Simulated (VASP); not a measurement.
# Ag (Fm-3m) in VASP: a series of runs, part 2 of 2

VASP 6.6.1. Earlier steps stand in the parts before.

## 3. Single point, LDA

INCAR

```
SYSTEM = Ag
ALGO = Normal
EDIFF = 1E-7
ENCUT = 520
ISIF = 2
ISMEAR = 0
LASPH = .TRUE.
LCHARG = .FALSE.
LREAL = .FALSE.
LWAVE = .FALSE.
NBANDS = 12
NELM = 100
PREC = Accurate
SIGMA = 0.1
```

KPOINTS

```
k-points
0
G
  18 18 18
  0 0 0
```

POSCAR

```
Ag
1.0
    0.0000000000      2.0009107569      2.0009107569
    2.0009107569      0.0000000000      2.0009107569
    2.0009107569      2.0009107569      0.0000000000
Ag
1
Direct
    0.0000000000      0.0000000000      0.0000000000
```

Potentials or basis: VASP PAW LDA potentials, release 64 (Ag).

The run is started by

```console
cat potpaw_LDA.64/Ag/POTCAR > POTCAR
mpirun -np 1 vasp_std > vasp.out
```

OUTCAR:

```text
SYSTEM = Ag
   EDIFF = 1E-7
   ENCUT = 520
   ISIF = 2
   ISMEAR = 0
   LASPH = .TRUE.
   LREAL = .FALSE.
   NELM = 100
   PREC = Accurate

 ion  position               nearest neighbor table
   1  0.000  0.000  0.000-

  LATTYP: Found a face centered cubic cell.
 ALAT       =     4.0018215138

  Lattice vectors:

 A1 = (   0.0000000000,   2.0009107569,   2.0009107569)
 A2 = (   2.0009107569,   0.0000000000,   2.0009107569)
 A3 = (   2.0009107569,   2.0009107569,   0.0000000000)

Analysis of symmetry for initial positions (statically):
=====================================================================
 Subroutine PRICEL returns:
 Original cell was already a primitive cell.

 Routine SETGRP: Setting up the symmetry group for a
 face centered cubic supercell.

 Subroutine GETGRP returns: Found 48 space group operations
 (whereof 48 operations were pure point group operations)
 out of a pool of 48 trial point group operations.

The static configuration has the point symmetry O_h .

Analysis of symmetry for dynamics (positions and initial velocities):
=====================================================================
 Subroutine PRICEL returns:
 Original cell was already a primitive cell.

 Routine SETGRP: Setting up the symmetry group for a
 face centered cubic supercell.

 Subroutine GETGRP returns: Found 48 space group operations
 (whereof 48 operations were pure point group operations)
 out of a pool of 48 trial point group operations.

The dynamic configuration has the point symmetry O_h .

 Subroutine INISYM returns: Found 48 space group operations
 (whereof 48 operations are pure point group operations),
 and found     1 'primitive' translations

----------------------------------------------------------------------------------------

                                     Primitive cell

  volume of cell :      16.0219

  direct lattice vectors                    reciprocal lattice vectors
     0.000000000  2.000910757  2.000910757    -0.249886207  0.249886207  0.249886207
[... 114 lines left out ...]
   LRPA    =     F    only Hartree local field effects (RPA)
 non-spin polarized calculation
 Gauss-broadening in eV      SIGMA  =   0.10
  energy-cutoff  :      520.00
  volume of cell :       16.02
 maximum number of plane-waves:       444
 NGX is ok and might be reduce to    24
   NGX = 11   NGY = 11   NGZ = 11

 number of electron      11.0000002 magnetization

 Free energy of the ion-electron system (eV)
  ---------------------------------------------------
  ext. energy  EPLUGINS =         0.00000000
  ---------------------------------------------------
  free energy    TOTEN  =        -3.78475107 eV

  energy without entropy =       -3.78379661  energy(sigma->0) =       -3.78427384

 E-fermi :   9.0316     XC(G=0): -12.9527

 val. band max:        8.9946604427   @ k =   0.5000   0.2778   0.1111
 cond. band min:       9.1866450407   @ k =   0.5000   0.1111   0.0000
 fundamental gap:      0.1919845980
 Fermi energy:         9.0315756271

 k-point     1 :       0.0000    0.0000    0.0000
  band No.  band energies     occupation
      1       0.7557      2.00000
      2       4.0455      2.00000
      3       4.0455      2.00000
      4       4.0455      2.00000
      5       5.2222      2.00000
      6       5.2222      2.00000
      7      25.1895      0.00000
      8      29.0670      0.00000
      9      29.0670      0.00000
     10      29.0670      0.00000
     11      34.2451      0.00000
     12      35.6679      0.00000
[... 331 lines left out ...]
 k-point    24 :      -0.2222    0.0556    0.0000
  band No.  band energies     occupation
      1       2.2583      2.00000
      2       4.0183      2.00000
      3       4.3207      2.00000
      4       4.3273      2.00000
      5       5.1611      2.00000
      6       5.5664      2.00000
      7      21.0796      0.00000
      8      25.6245      0.00000
      9      28.2659      0.00000
     10      31.0228      0.00000
     11      31.3670      0.00000
     12      32.4961      0.00000

 [... further k-points ...]

------------------------ aborting loop because EDIFF is reached ----------------------------------------

  FORCE on cell =-STRESS in cart. coord.  units (eV):
  Direction    XX          YY          ZZ          XY          YZ          ZX
  --------------------------------------------------------------------------------------
  -------------------------------------------------------------------------------------
  Total        0.0145393      0.0145393      0.0145393     -0.0000000     -0.0000000      0.0000000
  in kB        1.4539200      1.4539200      1.4539200     -0.0000000     -0.0000000      0.0000000
  external PRESSURE =       1.4539200 kB  Pullay stress =       0.0000000 kB

 VOLUME and BASIS-vectors are now :
 -----------------------------------------------------------------------------
  energy-cutoff  :      520.00
  volume of cell :       16.02
      direct lattice vectors                 reciprocal lattice vectors
     0.000000000  2.000910757  2.000910757    -0.249886207  0.249886207  0.249886207
     2.000910757  0.000000000  2.000910757     0.249886207 -0.249886207  0.249886207
     2.000910757  2.000910757  0.000000000     0.249886207  0.249886207 -0.249886207

 POSITION                                       TOTAL-FORCE (eV/Angst)
 -----------------------------------------------------------------------------------
      0.00000      0.00000      0.00000         0.000000     -0.000000      0.000000
 -----------------------------------------------------------------------------------
    total drift:                                0.000000     -0.000000     -0.000000

  FREE ENERGIE OF THE ION-ELECTRON SYSTEM (eV)
  ---------------------------------------------------
  free  energy   TOTEN  =        -3.7847510672 eV

  energy  without entropy=       -3.7837966082  energy(sigma->0) =       -3.78427384
```

stdout:

```text
POSCAR found type information on POSCAR Ag
 POSCAR found :  1 types and       1 ions
 scaLAPACK will be used
 LDA part: xc-table for (Slater(with rela. corr.)+CA(PZ))
 , standard interpolation
 POSCAR, INCAR and KPOINTS ok, starting setup
 FFT: planning ... GRIDC
 FFT: planning ... GRID_SOFT
 FFT: planning ... GRID
 WAVECAR not read
 entering main loop
```

It took 27 s on 1 thread of AMD EPYC 7R13 (Zen 3), shared host; peak memory 0.13 GiB.

What came out:

| Quantity | Value |
| --- | --- |
| Free energy | -3.7848 eV |
| Pressure | 0.1 GPa |

## 4. Relaxation of cell and atoms, LDA

This run uses another cell than the first one, of 16.06 Å³/atom, 1.003 times its volume.

INCAR

```
ALGO     = Normal         # electronic algorithm
EDIFF    = 1E-6           # SCF threshold, eV
EDIFFG   = -0.005         # ionic threshold
ENCUT    = 600            # plane-wave cutoff, eV
GGA      = CA             # functional
IBRION   = 2              # ionic algorithm
ISIF     = 3              # what is computed and relaxed
ISMEAR   = 0              # smearing method
LASPH    = T              # aspherical terms in the spheres
LCHARG   = F              # write CHGCAR
LREAL    = F              # projectors in reciprocal space
LWAVE    = F              # write WAVECAR
NELM     = 100            # most SCF steps
NSW      = 100            # ionic steps
PREC     = Accurate       # precision mode
SIGMA    = 0.1            # smearing width, eV
```

KPOINTS

```
k-points
0
Gamma
  18 18 18
```

POSCAR

```
Ag
1.0
    0.0000000000      2.0026471504      2.0026471504
    2.0026471504      0.0000000000      2.0026471504
    2.0026471504      2.0026471504      0.0000000000
Ag
1
Direct
    0.0000000000      0.0000000000      0.0000000000
```

The run is started by

```console
cat potpaw_LDA.64/Ag/POTCAR > POTCAR
mpirun -np 1 vasp_std > vasp.out
```

Run time: 43 s. Hardware: 1 thread of AMD EPYC 7R13 (Zen 3), shared host; peak memory 0.13 GiB.

Results (log left out):

```yaml
Free_energy: -3.7845 eV
Relaxed_volume: 16.04 Å³/atom
Relaxed_cell: a = 2.831 Å, b = 2.831 Å, c = 2.831 Å, α = 60.00°, β = 60.00°, γ = 60.00°
Space_group_after_relaxing_to_0.05_Å: Fm-3m (No. 225)
Energy_gained_by_relaxing: 0.0 meV/atom
Ionic_steps: 3
Pressure_after_relaxing: 0.0 GPa
```

Final structure:
```
CELL_PARAMETERS angstrom
0.00000 2.00150 2.00150
2.00150 0.00000 2.00150
2.00150 2.00150 0.00000
ATOMIC_POSITIONS crystal
Ag 0.00000 0.00000 0.00000
```

Levels at points of the mesh, in eV from the Fermi level:
```tsv
k point	band 4	band 5	band 6	band 7	band 8	band 9
(0.00, 0.00, 0.00)	-4.98	-3.81	-3.81	16.16	20.03	20.03
(0.50, 0.00, 0.00)	-2.91	-2.91	-0.58	3.95	15.42	18.38
(0.50, 0.50, 0.00)	-2.68	-2.68	1.51	7.24	10.89	10.89
```
